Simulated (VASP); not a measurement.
# AlCl in VASP: a run that goes wrong, beside a sound one

Two runs on AlCl: the first has a flaw, the second is sound.

Everything below comes from runs of VASP 6.6.1. Logs are shortened: lines on timing, memory, paths and dates and some standing lists are left out, and cuts for length are marked.

### 1 The cell of the first run

The cell holds a molecule in a box, 2 atoms: a = 9.000 Å, b = 9.000 Å, c = 12.000 Å, α = 90.00°, β = 90.00°, γ = 90.00°.

### 2 A run with an altered input

INCAR reads:

```
ALGO     = Normal         # electronic algorithm
AMIX     = 2.5          
BMIX     = 1E-4         
EDIFF    = 1E-6           # SCF threshold, eV
EFERMI   = MIDGAP       
ENCUT    = 340            # plane-wave cutoff, eV
GGA      = RE             # functional
GGA_COMPAT= False        
IMIX     = 1            
ISIF     = 0              # what is computed and relaxed
ISMEAR   = 0              # smearing method
LASPH    = True           # aspherical terms in the spheres
LCHARG   = False          # write CHGCAR
LREAL    = Auto         
LWAVE    = False          # write WAVECAR
NBANDS   = 15             # bands
NELM     = 88             # most SCF steps
NELMDL   = -8           
PREC     = Accurate       # precision mode
ROPT     = -0.00025 -0.00025
SIGMA    = 0.03           # smearing width, eV
```

KPOINTS reads:

```
k-points
0
Gamma
  1 1 1
```

POSCAR reads:

```
AlCl
1.0
    9.0000000000      0.0000000000      0.0000000000
    0.0000000000      9.0000000000      0.0000000000
    0.0000000000      0.0000000000     12.0000000000
Al Cl
1 1
Direct
    0.5014444400      0.5023333300      0.4140786200
    0.5014444400      0.5023333300      0.5949213700
```

Potentials or basis: VASP PAW PBE potentials, release 64 (Al, Cl).

The run is started by

```sh
cat potpaw_PBE.64/Al/POTCAR potpaw_PBE.64/Cl/POTCAR > POTCAR
mpirun -np 1 vasp_gam > vasp.out
```

OUTCAR:

```text
AMIX = 2.5
   EDIFF = 1E-6
   EFERMI = MIDGAP
   ENCUT = 340
   GGA = RE
   IMIX = 1
   ISIF = 0
   ISMEAR = 0
   LASPH = True
   LREAL = Auto
[... 24 lines left out ...]
   LASPH  =      T    aspherical Exc in radial PAW
   ENCUT  =  340.0 eV  24.99 Ry    5.00 a.u.  13.53 13.53 18.04*2*pi/ulx,y,z
   NELM   =     88;   NELMIN=  2; NELMDL= -8     # of ELM steps
   EDIFF  = 0.1E-05   stopping-criterion for ELM
   LREAL  =      T    real-space projection
   EDIFFG = 0.1E-04   stopping-criterion for IOM
   NSW    =      0    number of steps for IOM
   IBRION =     -1    ionic relax: 0-MD 1-quasi-New 2-CG
   NFREE  =      0    steps in history (QN), initial steepest desc. (CG)
   ISIF   =      0    stress and relaxation
[... 35 lines left out ...]
 NGX is ok and might be reduce to    54

 number of electron      10.0000042 magnetization

 number of electron       9.9999936 magnetization

 Free energy of the ion-electron system (eV)
  ---------------------------------------------------
  ext. energy  EPLUGINS =         0.00000000
  ---------------------------------------------------
  free energy    TOTEN  =   -774278.76834196 eV

  energy without entropy =  -774278.76834196  energy(sigma->0) =  -774278.76834196
```

On the terminal:

```text
POSCAR found type information on POSCAR AlCl
 POSCAR found :  2 types and       2 ions
[... 43 lines left out ...]

1
```

Run time: 25 s. Hardware: 1 thread of Intel Xeon Platinum 8259CL at 2.50GHz (Skylake/Cascade Lake), shared host.

The run ended with an error. The input was made wrong on purpose: mixing far too strong (IMIX = 1; AMIX = 2.5; BMIX = 0.0001).

### 3 Single point, revPBE (last atom moved by 0.04 Å along z)

INCAR reads:

```
ALGO     = Normal         # electronic algorithm
EDIFF    = 1E-6           # SCF threshold, eV
EFERMI   = MIDGAP       
ENCUT    = 590            # plane-wave cutoff, eV
GGA      = RE             # functional
GGA_COMPAT= False        
ISIF     = 0              # what is computed and relaxed
ISMEAR   = 0              # smearing method
LASPH    = True           # aspherical terms in the spheres
LCHARG   = False          # write CHGCAR
LREAL    = False          # projectors in reciprocal space
LWAVE    = False          # write WAVECAR
NBANDS   = 25             # bands
NELM     = 120            # most SCF steps
NELMDL   = -8           
PREC     = Accurate       # precision mode
SIGMA    = 0.03           # smearing width, eV
```

KPOINTS is that of step 2.

POSCAR is that of step 2.

Potentials or basis: VASP PAW PBE potentials, release 64 (Al, Cl).

The run is started by

```sh
cat potpaw_PBE.64/Al/POTCAR potpaw_PBE.64/Cl/POTCAR > POTCAR
mpirun -np 1 vasp_gam > vasp.out
```

Run time: 97 s. Hardware: 1 thread of Intel Xeon Platinum 8259CL at 2.50GHz (Skylake/Cascade Lake), shared host; peak memory 0.83 GiB.

It converged, with:

```yaml
Free_energy: -5.7800 eV
Largest_force: 0.045 eV/Å
Gap_between_the_frontier_levels: 3.73 eV
```

Forces in eV/Å, atoms in the order of the input:
```
Al   0.000  0.000  0.045
Cl   0.000  0.000 -0.045
```

Levels at points of the mesh, in eV from the valence-band top:
| k point | band 1 | band 2 | band 3 | band 4 | band 5 | band 6 | band 7 | band 8 | band 9 | band 10 |
| --- | --- | --- | --- | --- | --- | --- | --- | --- | --- | --- |
| (0.00, 0.00, 0.00) | -13.77 | -3.72 | -1.68 | -1.68 | 0.00 | 3.73 | 3.73 | 5.35 | 5.61 | 6.45 |

Caveat: the cell differs from its parent crystal (last atom moved by 0.04 Å along z); the PAW data sets were made with another functional, which shifts forces and pressure a little.
